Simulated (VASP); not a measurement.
The system is BiTe3O2.

```
CELL_PARAMETERS angstrom
4.42434 0.00000 0.00000
0.00000 4.42434 0.00000
0.00000 0.00000 8.00851
ATOMIC_POSITIONS crystal
Bi 0.00000 0.00000 0.00000
Te 0.00000 0.50000 0.50424
Te 0.50000 0.00000 0.49576
Te 0.50000 0.50000 0.00000
O 0.00000 0.50000 0.74190
O 0.50000 0.00000 0.25810
```

The cell was built from a structure type or drawn by symmetry, and may not be a known phase.

```yaml
Program: VASP 6.6.1
Task: relaxation of cell and atoms
Functional: PBE
Potentials_or_basis: VASP PAW PBE potentials, release 64 (Bi_d, Te, O)
Cutoff: 600 eV
k_mesh: 8 × 8 × 6
Occupations: gaussian, width 0.1 eV
Spin: no spin polarisation
```

At the start: pressure -0.0 GPa; volume 26.13 Å³/atom.

Task: Where does the relaxation end?

Result: Over 13 steps the energy falls by 2.6 meV/atom and the volume is 25.47 Å³/atom (-2.5 %); space group P-4m2 (No. 115, to 0.1 Å) before and after.

The path:
| step | energy change (eV) | largest force (eV/Å) | pressure (GPa) | volume (Å³) |
| --- | --- | --- | --- | --- |
| 1 | 0.0000 | 0.3223 | -0.04 | 156.77 |
| 2 | 0.0034 | 0.3723 | -0.81 | 156.62 |
| 3 | -0.0033 | 0.0699 | -0.37 | 156.71 |
| 4 | -0.0066 | 0.0684 | -0.07 | 155.47 |
| 5 | -0.0079 | 0.0661 | 0.24 | 154.21 |
| 6 | -0.0107 | 0.0483 | 0.18 | 153.94 |
| 7 | -0.0150 | 0.0371 | 0.03 | 153.12 |
| 8 | -0.0150 | 0.0371 | 0.01 | 152.99 |
| 9 | -0.0152 | 0.0306 | -0.05 | 153.01 |
| 10 | -0.0152 | 0.0455 | -0.10 | 153.04 |
| 11 | -0.0152 | 0.0413 | -0.10 | 153.01 |
| 12 | -0.0154 | 0.0277 | -0.08 | 152.95 |
| 13 | -0.0155 | 0.0030 | -0.06 | 152.82 |

Final structure:
```
Bi Te O
1.0
     4.42713    0.00000    0.00000
     0.00000    4.42713    0.00000
     0.00000    0.00000    7.79732
Bi Te O
1 3 2
Cartesian
  0.0000 0.0000 0.0000
  0.0000 2.2136 3.9090
  2.2136 0.0000 3.8884
  2.2136 2.2136 0.0000
  4.4271 2.2136 5.8314
  2.2136 0.0000 1.9659
```

Caveat: an odd number of electrons without spin polarisation forces a metal; a magnetic or distorted state may lie lower.
